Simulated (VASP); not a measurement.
# LiAl12 in VASP: further runs, part 2 of 3

VASP 6.6.1. The steps go on from the part before.

**4. Single point, PBEsol**

INCAR reads:

```
SYSTEM = LiAl12
PREC = Accurate
ENCUT = 520
EDIFF = 1E-6
ISMEAR = -1
SIGMA = 0.15
LREAL = .FALSE.
LASPH = .TRUE.
NELM = 80
ALGO = Normal
ISIF = 2
LWAVE = .FALSE.
LCHARG = .FALSE.
GGA = PS
NBANDS = 32
```

KPOINTS reads:

```
Automatic mesh
0
G
  3 3 1
  0 0 0
```

POSCAR reads:

```
LiAl12
1.0
    5.7275650000      0.0000000000      0.0000000000
    2.8637820000      4.9602170000      0.0000000000
    0.0000000000      0.0000000000     16.6765370000
Al Li
12 1
Direct
    0.1666666208      0.1666667003      0.0599644878
    0.6666667081      0.1666667003      0.0599644878
    0.1666666712      0.6666665995      0.0599644878
    0.6666667585      0.6666665995      0.0599644878
   -0.1683083144      0.3362580710      0.1974516652
    0.3342700594      0.3306496470      0.1965274325
   -0.1691429577      0.8380883336      0.1985676043
    0.3305950008      0.8381492181      0.1984444972
   -0.0047289137      0.0091540350      0.3392102329
    0.5056852375     -0.0115972749      0.3397564494
    0.0118721339      0.5005012886      0.3309055111
    0.4871390723      0.5004770961      0.3306240978
    0.7541812110      0.4903390315      0.4581638862
```

Potentials or basis: VASP PAW PBE potentials, release 64 (Al, Li_sv).

Run with:

```
> cat potpaw_PBE.64/Al/POTCAR potpaw_PBE.64/Li_sv/POTCAR > POTCAR
> mpirun -np 1 vasp_std > vasp.out
```

OUTCAR:

```text
SYSTEM = LiAl12
   PREC = Accurate
   ENCUT = 520
   EDIFF = 1E-6
   ISMEAR = -1
   LREAL = .FALSE.
   LASPH = .TRUE.
   NELM = 80
   ISIF = 2
   GGA = PS

 ion  position               nearest neighbor table
   1  0.167  0.167  0.060-   6 2.81   8 2.83   5 2.83   2 2.86   4 2.86   3 2.86   3 2.86   2 2.86
                             4 2.86
   2  0.667  0.167  0.060-   6 2.81   7 2.83   5 2.83   1 2.86   4 2.86   3 2.86   3 2.86   4 2.86
                             1 2.86
   3  0.167  0.667  0.060-   6 2.82   8 2.85   7 2.85   4 2.86   1 2.86   2 2.86   2 2.86   1 2.86
                             4 2.86
   4  0.667  0.667  0.060-   5 2.82   8 2.85   7 2.85   3 2.86   1 2.86   2 2.86   2 2.86   3 2.86
                             1 2.86
   5  0.832  0.336  0.197-  12 2.80  11 2.81   4 2.82   2 2.83   1 2.83   8 2.86   7 2.86   6 2.86
                             6 2.87   9 2.87   7 2.87   8 2.87
   6  0.334  0.331  0.197-  12 2.75  11 2.75   1 2.81   2 2.81   3 2.82   8 2.83   7 2.83   5 2.86
                             5 2.87   7 2.90   8 2.90  10 2.93
   7  0.831  0.838  0.199-  11 2.77   2 2.83   6 2.83   4 2.85   3 2.85  10 2.85   5 2.86   8 2.86
                             8 2.87   5 2.87   9 2.88   6 2.90
   8  0.331  0.838  0.198-  12 2.77   1 2.83   6 2.83   3 2.85   4 2.85   5 2.86  10 2.86   7 2.86
                             7 2.87   5 2.87   9 2.88   6 2.90
   9  0.995  0.009  0.339-  10 2.87  10 2.87  11 2.87  12 2.87   5 2.87  12 2.87  11 2.87   7 2.88
                             8 2.88
  10  0.506  0.988  0.340-  11 2.85  12 2.85   7 2.85   8 2.86   9 2.87   9 2.87  12 2.89  11 2.89
                             6 2.93
  11  0.012  0.501  0.331-  13 2.60  12 2.72   6 2.75   7 2.77   5 2.81  10 2.85   9 2.87   9 2.87
                            10 2.89  12 3.01
  12  0.487  0.500  0.331-  13 2.60  11 2.72   6 2.75   8 2.77   5 2.80  10 2.85   9 2.87   9 2.87
                            10 2.89  11 3.01
  13  0.754  0.490  0.458-  11 2.60  12 2.60

  LATTYP: Found a hexagonal cell.
 ALAT       =     5.7275649303
 C/A-ratio  =     2.9116277516

  Lattice vectors:

[... 164 lines left out ...]
  energy-cutoff  :      520.00
  volume of cell :      473.78
 maximum number of plane-waves:     12795
 NGX is ok and might be reduce to    42
   NGX = 21   NGY = 21   NGZ = 63

 number of electron      39.0000007 magnetization

 Free energy of the ion-electron system (eV)
  ---------------------------------------------------
  ext. energy  EPLUGINS =         0.00000000
  ---------------------------------------------------
  free energy    TOTEN  =       -48.39494529 eV

  energy without entropy =      -47.93418532  energy(sigma->0) =      -48.16456530

 E-fermi :   1.6186     XC(G=0):  -5.6073

 val. band max:        1.5953715675   @ k =   0.0000   0.3333   0.0000
 cond. band min:       1.6802948452   @ k =   0.0000   0.0000   0.0000
 fundamental gap:      0.0849232777
 Fermi energy:         1.6186212455

 k-point     1 :       0.0000    0.0000    0.0000
  band No.  band energies     occupation
      1     -45.6722      2.00000
      2      -8.7905      2.00000
      3      -7.0347      2.00000
      4      -4.4224      2.00000
      5      -2.9993      2.00000
      6      -2.9888      2.00000
[... 159 lines left out ...]
     30       4.7794      0.00000
     31       4.8696      0.00000
 [bands above 31 left out]

------------------------ aborting loop because EDIFF is reached ----------------------------------------

  FORCE on cell =-STRESS in cart. coord.  units (eV):
  Direction    XX          YY          ZZ          XY          YZ          ZX
  --------------------------------------------------------------------------------------
  -------------------------------------------------------------------------------------
  Total       -2.6409711     -4.2014065     -0.0276125      0.0035446     -0.1329118      0.0031500
  in kB       -8.9309500    -14.2078615     -0.0933771      0.0119869     -0.4494669      0.0106523
  external PRESSURE =      -7.7440629 kB  Pullay stress =       0.0000000 kB

 VOLUME and BASIS-vectors are now :
 -----------------------------------------------------------------------------
  energy-cutoff  :      520.00
  volume of cell :      473.78
      direct lattice vectors                 reciprocal lattice vectors
     5.727565000  0.000000000  0.000000000     0.174594265 -0.100802024  0.000000000
     2.863782000  4.960217000  0.000000000     0.000000000  0.201604083  0.000000000
     0.000000000  0.000000000 16.676537000     0.000000000  0.000000000  0.059964488

 POSITION                                       TOTAL-FORCE (eV/Angst)
 -----------------------------------------------------------------------------------
      1.43189      0.82670      1.00000        -0.062436      0.002071     -0.023222
      4.29567      0.82670      1.00000         0.060374      0.001247     -0.020130
      2.86378      3.30681      1.00000        -0.001646      0.033905      0.025953
      5.72757      3.30681      1.00000         0.000153     -0.028810      0.010222
      5.72654      1.66791      3.29281        -0.000273      0.008343     -0.003769
      2.86146      1.64009      3.27740         0.002493      0.000600     -0.006350
      7.15889      4.15710      3.31142        -0.001436      0.001463     -0.005933
      4.29378      4.15740      3.30937         0.002379      0.000602     -0.002065
      5.72670      0.04541      5.65685         0.000278      0.006833      0.005391
      5.72692      4.90269      5.66596        -0.001446     -0.002690      0.006687
      1.50132      2.48260      5.51836         0.009137      0.004356     -0.010768
      4.22338      2.48248      5.51367        -0.005231      0.005508      0.004376
      5.72385      2.43219      7.64059        -0.002347     -0.033428      0.019609
 -----------------------------------------------------------------------------------
    total drift:                                0.000178      0.000192     -0.000218

  FREE ENERGIE OF THE ION-ELECTRON SYSTEM (eV)
  ---------------------------------------------------
  free  energy   TOTEN  =       -48.3949452902 eV

  energy  without entropy=      -47.9341853179  energy(sigma->0) =      -48.16456530
```

OSZICAR:

```text
N       E                     dE             d eps       ncg     rms          rms(c)
DAV:   1     0.109640815152E+03    0.10964E+03   -0.12296E+04   320   0.895E+02
DAV:   2    -0.397689758135E+02   -0.14941E+03   -0.14350E+03   408   0.160E+02
DAV:   3    -0.499177353078E+02   -0.10149E+02   -0.98575E+01   504   0.358E+01
[... 13 lines left out ...]
DAV:  17    -0.483949325067E+02   -0.69158E-04   -0.40705E-05   320   0.174E-02    0.314E-03
DAV:  18    -0.483949402544E+02   -0.77477E-05   -0.67249E-06   328   0.737E-03    0.108E-03
DAV:  19    -0.483949433356E+02   -0.30812E-05   -0.15320E-06   288   0.397E-03    0.116E-03
DAV:  20    -0.483949450348E+02   -0.16991E-05   -0.53026E-07   280   0.200E-03    0.434E-04
DAV:  21    -0.483949452902E+02   -0.25544E-06   -0.99039E-08   328   0.110E-03
   1 F= -.48394945E+02 E0= -.48164565E+02  d E =-.460760E+00
```

stdout:

```text
POSCAR found type information on POSCAR AlLi
 POSCAR found :  2 types and      13 ions
 scaLAPACK will be used
 -----------------------------------------------------------------------------
|                                                                             |
|                                                                             |
|     You enforced a specific xc type in the INCAR file but a different       |
|     I HOPE YOU KNOW WHAT YOU ARE DOING!                                     |
|                                                                             |
 -----------------------------------------------------------------------------

 LDA part: xc-table for (Slater+PW92), standard interpolation
 POSCAR, INCAR and KPOINTS ok, starting setup
 FFT: planning ... GRIDC
 FFT: planning ... GRID_SOFT
 FFT: planning ... GRID
 WAVECAR not read
 entering main loop
```

Wall time 1.8 min (1 thread of Intel Xeon 6975P-C (Granite Rapids), shared host); peak memory 0.6 GiB.

Results:

```
Free energy            : -48.3949 eV
Largest force          : 0.067 eV/Å
Band gap on the k mesh : zero (an odd number of electrons rules out a gap without spin polarisation)
```

Forces on the atoms (eV/Å):
```
Al  -0.062  0.002 -0.023
Al   0.060  0.001 -0.020
Al  -0.002  0.034  0.026
Al   0.000 -0.029  0.010
Al   0.000  0.008 -0.004
Al   0.002  0.001 -0.006
Al  -0.001  0.001 -0.006
Al   0.002  0.001 -0.002
Al   0.000  0.007  0.005
Al  -0.001 -0.003  0.007
Al   0.009  0.004 -0.011
Al  -0.005  0.006  0.004
Li  -0.002 -0.033  0.020
```

Caveat: the k points lie up to 0.42 Å⁻¹ apart, too coarse for converged energies and pressures of a metal; the cutoff is under 1.25 times the usual one of these potentials, so pressure, stress and relaxed cells hold a basis-set (Pulay) error; the PAW data sets were made with another functional, which shifts forces and pressure a little.

**5. Single point, PBEsol**

INCAR reads:

```
PREC = Accurate
ENCUT = 520
EDIFF = 1E-7
ISMEAR = -1
SIGMA = 0.15
LREAL = F
LASPH = T
NELM = 80
ALGO = Normal
ISIF = 2
LWAVE = F
LCHARG = T
GGA = PS
LELF = T
LVHAR = T
NBANDS = 32
```

KPOINTS reads:

```
regular mesh
0
Gamma
  3 3 1
```

POSCAR reads:

```
LiAl12
1.0
    5.7275650000      0.0000000000      0.0000000000
    2.8637820000      4.9602170000      0.0000000000
    0.0000000000      0.0000000000     16.6765370000
Al Li
12 1
Direct
    0.1666666208      0.1666667003      0.0599644878
    0.6666667081      0.1666667003      0.0599644878
    0.1666666712      0.6666665995      0.0599644878
    0.6666667585      0.6666665995      0.0599644878
   -0.1689838367      0.3374481399      0.1974245013
    0.3335267007      0.3319844676      0.1967075059
   -0.1701967328      0.8393721484      0.1984067795
    0.3301906142      0.8396183070      0.1982567484
   -0.0044259550      0.0086165585      0.3377821786
    0.5040505012     -0.0078113518      0.3401531145
    0.0091148594      0.5047535219      0.3311134680
    0.4852637087      0.5052331380      0.3308455467
    0.7801998572      0.4368560892      0.4577053377
```

Potentials or basis: VASP PAW PBE potentials, release 64 (Al, Li_sv).

Run with:

```
> cat potpaw_PBE.64/Al/POTCAR potpaw_PBE.64/Li_sv/POTCAR > POTCAR
> mpirun -np 1 vasp_std > vasp.out
```

OUTCAR:

```text
PREC = Accurate
   ENCUT = 520
   EDIFF = 1E-7
   ISMEAR = -1
   LREAL = F
   LASPH = T
   NELM = 80
   ISIF = 2
   GGA = PS

 ion  position               nearest neighbor table
   1  0.167  0.167  0.060-   6 2.81   8 2.82   5 2.83   2 2.86   4 2.86   3 2.86   3 2.86   2 2.86
                             4 2.86
   2  0.667  0.167  0.060-   6 2.82   7 2.82   5 2.83   1 2.86   4 2.86   3 2.86   3 2.86   4 2.86
                             1 2.86
   3  0.167  0.667  0.060-   6 2.82   8 2.85   7 2.85   4 2.86   1 2.86   2 2.86   2 2.86   1 2.86
                             4 2.86
   4  0.667  0.667  0.060-   5 2.81   8 2.85   7 2.85   3 2.86   1 2.86   2 2.86   2 2.86   3 2.86
                             1 2.86
   5  0.831  0.337  0.197-  12 2.81  11 2.81   4 2.81   2 2.83   1 2.83   9 2.85   8 2.86   7 2.86
                             6 2.86   6 2.87   7 2.87   8 2.87
   6  0.334  0.332  0.197-  12 2.76  11 2.76   1 2.81   2 2.82   3 2.82   8 2.83   7 2.83   5 2.86
                             5 2.87   7 2.90   8 2.90  10 2.93
[... 379 lines left out ...]

  FORCE on cell =-STRESS in cart. coord.  units (eV):
  Direction    XX          YY          ZZ          XY          YZ          ZX
  --------------------------------------------------------------------------------------
  -------------------------------------------------------------------------------------
  Total       -2.7476967     -3.9718226     -0.0319002     -0.0017861     -0.2857588      0.0111297
  in kB       -9.2918630    -13.4314794     -0.1078768     -0.0060399     -0.9663482      0.0376372
  external PRESSURE =      -7.6104064 kB  Pullay stress =       0.0000000 kB

 VOLUME and BASIS-vectors are now :
 -----------------------------------------------------------------------------
  energy-cutoff  :      520.00
  volume of cell :      473.78
      direct lattice vectors                 reciprocal lattice vectors
     5.727565000  0.000000000  0.000000000     0.174594265 -0.100802024  0.000000000
     2.863782000  4.960217000  0.000000000     0.000000000  0.201604083  0.000000000
     0.000000000  0.000000000 16.676537000     0.000000000  0.000000000  0.059964488

 POSITION                                       TOTAL-FORCE (eV/Angst)
 -----------------------------------------------------------------------------------
      1.43189      0.82670      1.00000        -0.063792      0.019349     -0.023113
      4.29567      0.82670      1.00000         0.061401      0.018115     -0.018925
      2.86378      3.30681      1.00000        -0.001518      0.029300      0.025537
      5.72757      3.30681      1.00000        -0.000058     -0.035593      0.005821
      5.72608      1.67382      3.29236        -0.001932      0.009498     -0.003419
      2.86103      1.64671      3.28040         0.005319      0.002835     -0.004698
      7.15653      4.16347      3.30874        -0.001321      0.001166     -0.007500
      4.29567      4.16469      3.30624         0.002866     -0.002815     -0.001914
      5.72689      0.04274      5.63304         0.000238     -0.000838      0.000678
      5.72839      4.92147      5.67258        -0.003717      0.005481      0.008425
      1.49771      2.50369      5.52183         0.000552      0.007107      0.002032
      4.22626      2.50607      5.51736         0.000577      0.004344      0.006311
      5.71971      2.16690      7.63294         0.001385     -0.057947      0.010767
 -----------------------------------------------------------------------------------
    total drift:                               -0.000448     -0.000012      0.000071

  FREE ENERGIE OF THE ION-ELECTRON SYSTEM (eV)
  ---------------------------------------------------
  free  energy   TOTEN  =       -48.4079598890 eV

  energy  without entropy=      -47.9492560243  energy(sigma->0) =      -48.17860796
```

stdout:

```text
POSCAR found type information on POSCAR AlLi
 POSCAR found :  2 types and      13 ions
 scaLAPACK will be used
 -----------------------------------------------------------------------------
|                                                                             |
|                                                                             |
|     You enforced a specific xc type in the INCAR file but a different       |
|     I HOPE YOU KNOW WHAT YOU ARE DOING!                                     |
|                                                                             |
 -----------------------------------------------------------------------------

 LDA part: xc-table for (Slater+PW92), standard interpolation
 POSCAR, INCAR and KPOINTS ok, starting setup
 FFT: planning ... GRIDC
 FFT: planning ... GRID_SOFT
 FFT: planning ... GRID
 WAVECAR not read
 entering main loop
```

It took 1.9 min on 1 thread of Intel Xeon 6975P-C (Granite Rapids), shared host; peak memory 0.61 GiB.

Results:

```yaml
Free_energy: -48.4080 eV
Largest_force: 0.071 eV/Å
Band_gap_on_the_k_mesh: zero (an odd number of electrons rules out a gap without spin polarisation)
```

Forces in eV/Å, atoms in the order of the input:
```
Al  -0.064  0.019 -0.023
Al   0.061  0.018 -0.019
Al  -0.002  0.029  0.026
Al   0.000 -0.036  0.006
Al  -0.002  0.009 -0.003
Al   0.005  0.003 -0.005
Al  -0.001  0.001 -0.007
Al   0.003 -0.003 -0.002
Al   0.000 -0.001  0.001
Al  -0.004  0.005  0.008
Al   0.001  0.007  0.002
Al   0.001  0.004  0.006
Li   0.001 -0.058  0.011
```

Caveat: the k points lie up to 0.42 Å⁻¹ apart, too coarse for converged energies and pressures of a metal; the cutoff is under 1.25 times the usual one of these potentials, so pressure, stress and relaxed cells hold a basis-set (Pulay) error; the PAW data sets were made with another functional, which shifts forces and pressure a little.

[end of part 2 of 3]
